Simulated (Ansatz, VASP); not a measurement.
**One calculation of KCl, two programs**

Contents of POSCAR:

```
KCl
1.0
   -0.0282336268      3.5072828324      3.5072828324
    3.5072828324     -0.0282336268      3.5072828324
    3.4790492056      3.4790492056      0.0000000000
K Cl
1 1
Direct
   -0.0018232074     -0.0018232074      0.0018232074
    0.2518232074      0.2518232074      0.2481767926
```

The input INCAR.step1:

```
SYSTEM = KCl
PREC = Accurate ; ENCUT = 520
ISMEAR = 0 ; SIGMA = 0.01
LREAL = .FALSE. ; LASPH = .TRUE.
NELM = 60 ; NBANDS = 15
GGA = PE ; ALGO = Normal
EDIFF = 1E-4 ; LWAVE = .TRUE.
LCHARG = .FALSE.
```

Contents of INCAR.step2:

```
SYSTEM = KCl
PREC = Accurate ; ENCUT = 520
EDIFF = 1E-6 ; ISMEAR = 0
SIGMA = 0.01 ; LREAL = .FALSE.
LASPH = .TRUE. ; NELM = 60
ALGO = Normal ; ISIF = 2
LWAVE = .FALSE. ; LCHARG = .FALSE.
METAGGA = R2SCAN ; LMIXTAU = .TRUE.
NBANDS = 15 ; ISTART = 1
```

File KPOINTS:

```
Automatic mesh
0
G
  6 6 6
  0 0 0
```

Input for Ansatz:

```yaml
crystal:
  lattice:
    - [-0.0282336268, 3.5072828324, 3.5072828324]
    - [3.5072828324, -0.0282336268, 3.5072828324]
    - [3.4790492056, 3.4790492056, 0.0]
  atoms:
    - { symbol: K, position: [-0.0018232074, -0.0018232074, 0.0018232074] }
    - { symbol: Cl, position: [0.2518232074, 0.2518232074, 0.2481767926] }
kpoints:
  mp_grid: { grid: [6, 6, 6] }
  band_path:
    path:
      - [0.0, 0.0, 0.0]
      - [-0.5, -0.5, 0.0]
      - [-0.375, -0.375, 0.25]
      - [-0.375, 0.0, 0.375]
      - [0.0, 0.0, 0.5]
      - [-0.5, -0.25, 0.25]
    npoints: 1
hamiltonian:
  xc: r2scan
scf:
  occupations: { method: fixed }
  n_extra_bands: 4
output:
  forces: true
  stress: true
  eigenvalues: true
```

Change from the starting cell: shear_xy strain -1.6%.

Alike in both runs: task single point; functional r2SCAN; k mesh 6 × 6 × 6; no spin polarisation.

|  | VASP | Ansatz |
| --- | --- | --- |
| version | VASP 6.6.1 | Ansatz 0.2.0 |
| potentials or method | VASP PAW PBE potentials, release 64 (K_sv, Cl) | plane waves, PAW |
| plane-wave cutoff (eV) | 520 | 500 |
| occupations | gaussian, width 0.01 eV | fixed |
| valence electrons in the cell | 16 | 16 |

|  | VASP | Ansatz | Ansatz less VASP |
| --- | --- | --- | --- |
| gap on the k mesh at the Fermi level (eV) | 5.34 | 5.34 | -0.002 |
| pressure (GPa) | 0.0 | 0.0 | +0.02 |

VASP's potentials were made for PBE, not for r2SCAN.
